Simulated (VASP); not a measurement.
The system is MgS.

```
CELL_PARAMETERS angstrom
0.00000 2.83312 2.83312
2.83312 0.00000 2.83312
2.83312 2.83312 0.00000
ATOMIC_POSITIONS crystal
S 0.25000 0.25000 0.25000
Mg 0.00000 0.00000 0.00000
```

| Item | Value |
| --- | --- |
| Program | VASP 6.6.1 |
| Task | relaxation of cell and atoms |
| Functional | LDA |
| Potentials or basis | VASP PAW LDA potentials, release 64 (S, Mg) |
| Cutoff | 600 eV |
| k mesh | 8 × 8 × 8 |
| Occupations | fermi-dirac, width 0.05 eV |
| Spin | no spin polarisation |

At the start: pressure -2.5 GPa; volume 22.74 Å³/atom.

Task: How do energy, volume and symmetry change on relaxing?

Result: Over 3 steps the energy falls by 7.9 meV/atom and the volume is 21.77 Å³/atom (-4.3 %); space group F-43m (No. 216, to 0.05 Å).

The path:
| step | energy change (eV) | largest force (eV/Å) | pressure (GPa) | volume (Å³) |
| --- | --- | --- | --- | --- |
| 1 | 0.0000 | 0.0000 | -2.50 | 45.48 |
| 2 | -0.0151 | 0.0000 | 0.53 | 43.18 |
| 3 | -0.0157 | 0.0000 | 0.00 | 43.54 |

Final structure:
```
S Mg
1.0
     0.00000    2.79224    2.79224
     2.79224    0.00000    2.79224
     2.79224    2.79224    0.00000
S Mg
1 1
Cartesian
  1.3961 1.3961 1.3961
  0.0000 0.0000 0.0000
```
